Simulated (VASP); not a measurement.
# ScIr2 (Fd-3m) in VASP: notebook

ScIr2 is run at these levels: LDA; tasks: single point.

All numbers are computed with VASP 6.6.1; they aren't measurements. Logs are shortened: lines on timing, memory, paths and dates and some standing lists are left out, and cuts for length are marked.

## (1) The cell of the first run

Symmetry: Fd-3m, No. 227, cubic system. Conventional cell: a = 7.476 Å, b = 7.476 Å, c = 7.476 Å, α = 90.00°, β = 90.00°, γ = 90.00°. Sc (site symmetry -43m) has 12 Ir at 3.10 Å and 4 Sc at 3.24 Å within 4.1 Å. Within 3.5 Å of Ir (site symmetry -3m) lie 6 Ir at 2.64 Å and 6 Sc at 3.10 Å.

## (2) Single point, LDA

Contents of INCAR:

```
SYSTEM = ScIr2
  PREC = Accurate
  ENCUT = 520
  EDIFF = 1E-6
  ISMEAR = 0
  SIGMA = 0.1
  LREAL = .FALSE.
  LASPH = .TRUE.
  NELM = 100
  ALGO = Normal
  ISIF = 2
  LWAVE = .FALSE.
  LCHARG = .FALSE.
  NBANDS = 38
```

Contents of KPOINTS:

```
regular mesh
0
G
  6 6 6
  0 0 0
```

Contents of POSCAR:

```
ScIr2
1.0
    0.0000000000      3.7381876177      3.7381876177
    3.7381876177      0.0000000000      3.7381876177
    3.7381876177      3.7381876177      0.0000000000
Sc Ir
2 4
Direct
    0.0000000000      0.0000000000      0.0000000000
    0.2500000000      0.2500000000      0.2500000000
    0.6250000000      0.6250000000      0.6250000000
    0.1250000000      0.6250000000      0.6250000000
    0.6250000000      0.6250000000      0.1250000000
    0.6250000000      0.1250000000      0.6250000000
```

Potentials or basis: VASP PAW LDA potentials, release 64 (Sc_sv, Ir).

Command:

```bash
> cat potpaw_LDA.64/Sc_sv/POTCAR potpaw_LDA.64/Ir/POTCAR > POTCAR
> mpirun -np 1 vasp_std > vasp.out
```

OUTCAR:

```text
SYSTEM = ScIr2
   PREC = Accurate
   ENCUT = 520
   EDIFF = 1E-6
   ISMEAR = 0
   LREAL = .FALSE.
   LASPH = .TRUE.
   NELM = 100
   ISIF = 2

 ion  position               nearest neighbor table
   1  0.000  0.000  0.000-   3 3.10   5 3.10   6 3.10   3 3.10   4 3.10   5 3.10   3 3.10   4 3.10
                             6 3.10   4 3.10   5 3.10   6 3.10   2 3.24   2 3.24   2 3.24   2 3.24
   2  0.250  0.250  0.250-   4 3.10   5 3.10   6 3.10   3 3.10   4 3.10   6 3.10   3 3.10   4 3.10
                             5 3.10   3 3.10   5 3.10   6 3.10   1 3.24   1 3.24   1 3.24   1 3.24
   3  0.625  0.625  0.625-   4 2.64   5 2.64   6 2.64   5 2.64   6 2.64   4 2.64   1 3.10   2 3.10
                             1 3.10   2 3.10   1 3.10   2 3.10
   4  0.125  0.625  0.625-   3 2.64   5 2.64   6 2.64   3 2.64   5 2.64   6 2.64   2 3.10   1 3.10
                             1 3.10   2 3.10   2 3.10   1 3.10
   5  0.625  0.625  0.125-   3 2.64   3 2.64   4 2.64   6 2.64   6 2.64   4 2.64   1 3.10   2 3.10
                             1 3.10   2 3.10   1 3.10   2 3.10
   6  0.625  0.125  0.625-   3 2.64   5 2.64   3 2.64   4 2.64   5 2.64   4 2.64   2 3.10   1 3.10
                             2 3.10   2 3.10   1 3.10   1 3.10

  LATTYP: Found a face centered cubic cell.
 ALAT       =     7.4763752354

  Lattice vectors:

 A1 = (   0.0000000000,   3.7381876177,   3.7381876177)
 A2 = (   3.7381876177,   0.0000000000,   3.7381876177)
 A3 = (   3.7381876177,   3.7381876177,   0.0000000000)

Analysis of symmetry for initial positions (statically):
=====================================================================
 Subroutine PRICEL returns:
 Original cell was already a primitive cell.

 Routine SETGRP: Setting up the symmetry group for a
 face centered cubic supercell.

 Subroutine GETGRP returns: Found 48 space group operations
 (whereof 24 operations were pure point group operations)
 out of a pool of 48 trial point group operations.

The static configuration has the point symmetry T_d .
 The point group associated with its full space group is O_h .

Analysis of symmetry for dynamics (positions and initial velocities):
=====================================================================
 Subroutine PRICEL returns:
 Original cell was already a primitive cell.

 Routine SETGRP: Setting up the symmetry group for a
 face centered cubic supercell.

 Subroutine GETGRP returns: Found 48 space group operations
 (whereof 24 operations were pure point group operations)
 out of a pool of 48 trial point group operations.

The dynamic configuration has the point symmetry T_d .
 The point group associated with its full space group is O_h .

[... 103 lines left out ...]
   ISIF   =      2    stress and relaxation
   ISYM   =      2    0-nonsym 1-usesym 2-fastsym
   POTIM  = 0.5000    time-step for ionic-motion
   TEBEG  =    0.0;   TEEND  =   0.0 temperature during run
   PSTRESS=    0.0 pullay stress
   NELECT =      58.0000    total number of electrons
   NUPDOWN=      -1.0000    fix difference up-down
   EMIN   =  10.00;   EMAX   =-10.00  energy-range for DOS
   EFERMI =   0.00;   METHOD = LEGACY
   ISMEAR =     0;   SIGMA  =   0.10  broadening in eV -4-tet -1-fermi 0-gaus
   EFERMI_NEDOS =   21; number of points for ismear=-14 and -15
   IALGO  =     38    algorithm
   IMIX   =      4    mixing-type and parameters
     AMIX     =   0.40;   BMIX     =  1.00
     AMIX_MAG =   1.60;   BMIX_MAG =  1.00
  volume/ion in A,a.u.               =      17.41       117.51
  Fermi-wavevector in a.u.,A,eV,Ry     =   1.345488  2.542603 24.631133  1.810337
  Thomas-Fermi vector in A             =   2.473397
   LORBIT       =      0    0 simple, 1 ext, 2 COOP (PROOUT), +10 PAW based schemes
   GGA     = CA    functional components
   LHFCALC =     F    Hartree Fock is set to
   AEXX    =    0.0000 exact exchange contribution
   IVDW    =     0    specifies the selected vdW correction
   LEPSILON=     F    determine dielectric tensor
   LRPA    =     F    only Hartree local field effects (RPA)
 non-spin polarized calculation
 Gauss-broadening in eV      SIGMA  =   0.10
  energy-cutoff  :      520.00
  volume of cell :      104.48
 maximum number of plane-waves:      2838
   NGX = 19   NGY = 19   NGZ = 19

 number of electron      58.0000003 magnetization

 Free energy of the ion-electron system (eV)
  ---------------------------------------------------
  ext. energy  EPLUGINS =         0.00000000
  ---------------------------------------------------
  free energy    TOTEN  =       -58.79042525 eV

  energy without entropy =      -58.76221151  energy(sigma->0) =      -58.77631838

 E-fermi :   6.8873     XC(G=0): -12.4366

 val. band max:        6.8748821027   @ k =   0.1667   0.1667   0.0000
 cond. band min:       6.8953496849   @ k =  -0.1667   0.1667   0.0000
 fundamental gap:      0.0204675821
 Fermi energy:         6.8873369284

 k-point     1 :       0.0000    0.0000    0.0000
  band No.  band energies     occupation
      1     -42.3588      2.00000
      2     -42.3129      2.00000
      3     -21.3525      2.00000
      4     -21.3525      2.00000
      5     -21.3525      2.00000
      6     -21.2290      2.00000
[... 645 lines left out ...]
     37       9.6092      0.00000
     38       9.6993      0.00000

------------------------ aborting loop because EDIFF is reached ----------------------------------------

  FORCE on cell =-STRESS in cart. coord.  units (eV):
  Direction    XX          YY          ZZ          XY          YZ          ZX
  --------------------------------------------------------------------------------------
  -------------------------------------------------------------------------------------
  Total      -10.4154045    -10.4154045    -10.4154045     -0.0000000      0.0000000      0.0000000
  in kB     -159.7252005   -159.7252005   -159.7252005     -0.0000000      0.0000000      0.0000000
  external PRESSURE =    -159.7252005 kB  Pullay stress =       0.0000000 kB

 VOLUME and BASIS-vectors are now :
 -----------------------------------------------------------------------------
  energy-cutoff  :      520.00
  volume of cell :      104.48
      direct lattice vectors                 reciprocal lattice vectors
     0.000000000  3.738187618  3.738187618    -0.133754656  0.133754656  0.133754656
     3.738187618  0.000000000  3.738187618     0.133754656 -0.133754656  0.133754656
     3.738187618  3.738187618  0.000000000     0.133754656  0.133754656 -0.133754656

 POSITION                                       TOTAL-FORCE (eV/Angst)
 -----------------------------------------------------------------------------------
      0.00000      0.00000      0.00000         0.000000      0.000000      0.000000
      1.86909      1.86909      1.86909        -0.000000     -0.000000     -0.000000
      4.67273      4.67273      4.67273         0.000000      0.000000     -0.000000
      4.67273      2.80364      2.80364         0.000000      0.000000     -0.000000
      2.80364      2.80364      4.67273         0.000000      0.000000     -0.000000
      2.80364      4.67273      2.80364         0.000000      0.000000     -0.000000
 -----------------------------------------------------------------------------------
    total drift:                                0.000000      0.000000      0.000000

  FREE ENERGIE OF THE ION-ELECTRON SYSTEM (eV)
  ---------------------------------------------------
  free  energy   TOTEN  =       -58.7904252496 eV

  energy  without entropy=      -58.7622115110  energy(sigma->0) =      -58.77631838
```

OSZICAR:

```text
N       E                     dE             d eps       ncg     rms          rms(c)
DAV:   1     0.742994210698E+03    0.74299E+03   -0.24935E+04  1216   0.163E+03
DAV:   2     0.277078564975E+02   -0.71529E+03   -0.69836E+03  1256   0.554E+02
DAV:   3    -0.556093429617E+02   -0.83317E+02   -0.78158E+02  1982   0.189E+02
DAV:   4    -0.631331657522E+02   -0.75238E+01   -0.71962E+01  2056   0.633E+01
DAV:   5    -0.633572903254E+02   -0.22412E+00   -0.21674E+00  1904   0.106E+01    0.253E+01
DAV:   6    -0.595334530725E+02    0.38238E+01   -0.73248E+00  1986   0.256E+01    0.101E+01
DAV:   7    -0.590018834952E+02    0.53157E+00   -0.31638E+00  1624   0.134E+01    0.333E+00
DAV:   8    -0.588211569255E+02    0.18073E+00   -0.91760E-01  2024   0.980E+00    0.136E+00
DAV:   9    -0.588056251158E+02    0.15532E-01   -0.22721E-01  1984   0.548E+00    0.868E-01
DAV:  10    -0.587904046115E+02    0.15221E-01   -0.42831E-02  2080   0.213E+00    0.115E-01
DAV:  11    -0.587904460210E+02   -0.41410E-04   -0.16418E-03  1888   0.311E-01    0.731E-02
DAV:  12    -0.587904349468E+02    0.11074E-04   -0.49192E-04  2096   0.205E-01    0.259E-02
DAV:  13    -0.587904252737E+02    0.96731E-05   -0.44737E-05  2016   0.631E-02    0.505E-03
DAV:  14    -0.587904252496E+02    0.24098E-07   -0.13633E-06  1162   0.114E-02
   1 F= -.58790425E+02 E0= -.58776318E+02  d E =-.282137E-01
```

Wall time 1.8 min (1 thread of AMD EPYC 7R13, shared host); peak memory 0.19 GiB.

Results:

* Free energy: -58.7904 eV
* Pressure: -16.0 GPa
* Band gap on the k mesh: zero (bands 29 and 30 overlap by 0.58 eV)

Caveat: the cell stands under tension; spin-orbit coupling is left out, which moves the levels of the heavy elements.

## (3) Single point, LDA

This run uses another cell than the first one, of 17.85 Å³/atom.

Contents of INCAR:

```
SYSTEM = ScIr2
ALGO = Normal
EDIFF = 1E-7
ENCUT = 520
GGA = CA
ISIF = 2
ISMEAR = 0
LASPH = .TRUE.
LCHARG = .FALSE.
LREAL = .FALSE.
LWAVE = .FALSE.
NBANDS = 38
NELM = 80
PREC = Accurate
SIGMA = 0.1
```

Contents of KPOINTS:

```
k-points
0
G
  6 6 6
  0 0 0
```

Changes to POSCAR since step 2:

```diff
@@ -2,5 +2,5 @@
 1.0
-    0.0000000000      3.7381876177      3.7381876177
-    3.7381876177      0.0000000000      3.7381876177
-    3.7381876177      3.7381876177      0.0000000000
+    0.0000000000      3.7694709769      3.7694709769
+    3.7694709769      0.0000000000      3.7694709769
+    3.7694709769      3.7694709769      0.0000000000
 Sc Ir
```

Potentials or basis: VASP PAW LDA potentials, release 64 (Sc_sv, Ir).

Command:

```bash
> cat potpaw_LDA.64/Sc_sv/POTCAR potpaw_LDA.64/Ir/POTCAR > POTCAR
> mpirun -np 1 vasp_std > vasp.out
```

OUTCAR:

```text
SYSTEM = ScIr2
   EDIFF = 1E-7
   ENCUT = 520
   GGA = CA
   ISIF = 2
   ISMEAR = 0
   LASPH = .TRUE.
   LREAL = .FALSE.
   NELM = 80
   PREC = Accurate

 ion  position               nearest neighbor table
   1  0.000  0.000  0.000-   5 3.13   6 3.13   4 3.13   5 3.13   3 3.13   3 3.13   3 3.13   4 3.13
                             6 3.13   4 3.13   5 3.13   6 3.13   2 3.26   2 3.26   2 3.26   2 3.26
   2  0.250  0.250  0.250-   4 3.13   5 3.13   5 3.13   6 3.13   3 3.13   4 3.13   3 3.13   6 3.13
                             3 3.13   4 3.13   5 3.13   6 3.13   1 3.26   1 3.26   1 3.26   1 3.26
   3  0.625  0.625  0.625-   4 2.67   5 2.67   6 2.67   5 2.67   6 2.67   4 2.67   1 3.13   2 3.13
                             1 3.13   2 3.13   1 3.13   2 3.13
   4  0.125  0.625  0.625-   3 2.67   5 2.67   6 2.67   3 2.67   5 2.67   6 2.67   2 3.13   1 3.13
                             2 3.13   1 3.13   1 3.13   2 3.13
   5  0.625  0.625  0.125-   3 2.67   3 2.67   4 2.67   6 2.67   6 2.67   4 2.67   1 3.13   2 3.13
                             1 3.13   2 3.13   1 3.13   2 3.13
   6  0.625  0.125  0.625-   3 2.67   5 2.67   3 2.67   4 2.67   5 2.67   4 2.67   1 3.13   2 3.13
                             2 3.13   1 3.13   1 3.13   2 3.13

  LATTYP: Found a face centered cubic cell.
 ALAT       =     7.5389419538

  Lattice vectors:

 A1 = (   0.0000000000,   3.7694709769,   3.7694709769)
 A2 = (   3.7694709769,   0.0000000000,   3.7694709769)
 A3 = (   3.7694709769,   3.7694709769,   0.0000000000)

Analysis of symmetry for initial positions (statically):
=====================================================================
 Subroutine PRICEL returns:
 Original cell was already a primitive cell.

 Routine SETGRP: Setting up the symmetry group for a
 face centered cubic supercell.

 Subroutine GETGRP returns: Found 48 space group operations
 (whereof 24 operations were pure point group operations)
 out of a pool of 48 trial point group operations.

The static configuration has the point symmetry T_d .
 The point group associated with its full space group is O_h .

[... 134 lines left out ...]
  Fermi-wavevector in a.u.,A,eV,Ry     =   1.334321  2.521502 24.223995  1.780413
  Thomas-Fermi vector in A             =   2.463112
   LORBIT       =      0    0 simple, 1 ext, 2 COOP (PROOUT), +10 PAW based schemes
   GGA     = CA    functional components
   LHFCALC =     F    Hartree Fock is set to
   AEXX    =    0.0000 exact exchange contribution
   IVDW    =     0    specifies the selected vdW correction
   LEPSILON=     F    determine dielectric tensor
   LRPA    =     F    only Hartree local field effects (RPA)
 non-spin polarized calculation
 Gauss-broadening in eV      SIGMA  =   0.10
  energy-cutoff  :      520.00
  volume of cell :      107.12
 maximum number of plane-waves:      2899
   NGX = 19   NGY = 19   NGZ = 19

 number of electron      58.0000002 magnetization

 Free energy of the ion-electron system (eV)
  ---------------------------------------------------
  ext. energy  EPLUGINS =         0.00000000
  ---------------------------------------------------
  free energy    TOTEN  =       -58.49376130 eV

  energy without entropy =      -58.46496817  energy(sigma->0) =      -58.47936473

 E-fermi :   6.6008     XC(G=0): -12.3058

 val. band max:        6.5947227665   @ k =   0.1667   0.1667   0.0000
 cond. band min:       6.6122218009   @ k =  -0.1667   0.1667   0.0000
 fundamental gap:      0.0174990344
 Fermi energy:         6.6007760967

 k-point     1 :       0.0000    0.0000    0.0000
  band No.  band energies     occupation
      1     -42.7250      2.00000
      2     -42.6839      2.00000
      3     -21.7064      2.00000
      4     -21.7064      2.00000
      5     -21.7064      2.00000
      6     -21.5936      2.00000
[... 645 lines left out ...]
     37       9.2363      0.00000
     38       9.2655      0.00000

------------------------ aborting loop because EDIFF is reached ----------------------------------------

  FORCE on cell =-STRESS in cart. coord.  units (eV):
  Direction    XX          YY          ZZ          XY          YZ          ZX
  --------------------------------------------------------------------------------------
  -------------------------------------------------------------------------------------
  Total      -13.3706916    -13.3706916    -13.3706916      0.0000000     -0.0000000      0.0000000
  in kB     -199.9830774   -199.9830774   -199.9830774      0.0000000     -0.0000000      0.0000000
  external PRESSURE =    -199.9830774 kB  Pullay stress =       0.0000000 kB

 VOLUME and BASIS-vectors are now :
 -----------------------------------------------------------------------------
  energy-cutoff  :      520.00
  volume of cell :      107.12
      direct lattice vectors                 reciprocal lattice vectors
     0.000000000  3.769470977  3.769470977    -0.132644608  0.132644608  0.132644608
     3.769470977  0.000000000  3.769470977     0.132644608 -0.132644608  0.132644608
     3.769470977  3.769470977  0.000000000     0.132644608  0.132644608 -0.132644608

 POSITION                                       TOTAL-FORCE (eV/Angst)
 -----------------------------------------------------------------------------------
      0.00000      0.00000      0.00000         0.000000      0.000000     -0.000000
      1.88474      1.88474      1.88474        -0.000000     -0.000000      0.000000
      4.71184      4.71184      4.71184         0.000000      0.000000     -0.000000
      4.71184      2.82710      2.82710         0.000000      0.000000     -0.000000
      2.82710      2.82710      4.71184         0.000000      0.000000     -0.000000
      2.82710      4.71184      2.82710         0.000000      0.000000     -0.000000
 -----------------------------------------------------------------------------------
    total drift:                                0.000000      0.000000      0.000000

  FREE ENERGIE OF THE ION-ELECTRON SYSTEM (eV)
  ---------------------------------------------------
  free  energy   TOTEN  =       -58.4937613005 eV

  energy  without entropy=      -58.4649681679  energy(sigma->0) =      -58.47936473
```

OSZICAR:

```text
N       E                     dE             d eps       ncg     rms          rms(c)
DAV:   1     0.734126832063E+03    0.73413E+03   -0.24771E+04  1224   0.162E+03
DAV:   2     0.241010790837E+02   -0.71003E+03   -0.69325E+03  1248   0.547E+02
DAV:   3    -0.558165389663E+02   -0.79918E+02   -0.74827E+02  1990   0.185E+02
DAV:   4    -0.629338570621E+02   -0.71173E+01   -0.67871E+01  2040   0.599E+01
DAV:   5    -0.631854008235E+02   -0.25154E+00   -0.24598E+00  1928   0.106E+01    0.238E+01
DAV:   6    -0.592404952078E+02    0.39449E+01   -0.77212E+00  2042   0.259E+01    0.943E+00
DAV:   7    -0.587300607893E+02    0.51043E+00   -0.32865E+00  1672   0.134E+01    0.347E+00
DAV:   8    -0.585247757584E+02    0.20529E+00   -0.93653E-01  2024   0.948E+00    0.136E+00
DAV:   9    -0.585124146063E+02    0.12361E-01   -0.25105E-01  2016   0.573E+00    0.955E-01
DAV:  10    -0.584938123828E+02    0.18602E-01   -0.48189E-02  2064   0.225E+00    0.140E-01
DAV:  11    -0.584937605091E+02    0.51874E-04   -0.24944E-03  1936   0.378E-01    0.560E-02
DAV:  12    -0.584937788929E+02   -0.18384E-04   -0.39170E-04  2224   0.158E-01    0.294E-02
DAV:  13    -0.584937613455E+02    0.17547E-04   -0.64998E-05  2024   0.740E-02    0.573E-03
DAV:  14    -0.584937613105E+02    0.35047E-07   -0.23336E-06  1920   0.114E-02    0.239E-03
DAV:  15    -0.584937613005E+02    0.99199E-08   -0.19503E-07  1184   0.500E-03
   1 F= -.58493761E+02 E0= -.58479365E+02  d E =-.287931E-01
```

stdout:

```text
POSCAR found type information on POSCAR ScIr
 POSCAR found :  2 types and       6 ions
 scaLAPACK will be used
 LDA part: xc-table for (Slater(with rela. corr.)+CA(PZ))
 , standard interpolation
 POSCAR, INCAR and KPOINTS ok, starting setup
 FFT: planning ... GRIDC
 FFT: planning ... GRID_SOFT
 FFT: planning ... GRID
 WAVECAR not read
 entering main loop
```

Wall time 2 min (1 thread of AMD EPYC 7R13, shared host); peak memory 0.19 GiB.

Results:

| Quantity | Value |
| --- | --- |
| Free energy | -58.4938 eV |
| Pressure | -20.0 GPa |
| Band gap on the k mesh | zero (bands 29 and 30 overlap by 0.56 eV) |

Levels at points of the mesh, in eV from the Fermi level:
```tsv
k point	band 26	band 27	band 28	band 29	band 30	band 31	band 32	band 33
(0.00, 0.00, 0.00)	-0.55	-0.42	-0.42	-0.20	-0.20	-0.20	1.21	1.81
(0.50, 0.00, 0.00)	-0.75	-0.65	-0.27	-0.27	0.82	0.82	0.97	0.97
(0.50, 0.50, 0.00)	-2.35	-0.61	-0.61	-0.49	-0.49	0.42	0.42	1.68
```

Caveat: the cell stands under tension; spin-orbit coupling is left out, which moves the levels of the heavy elements.
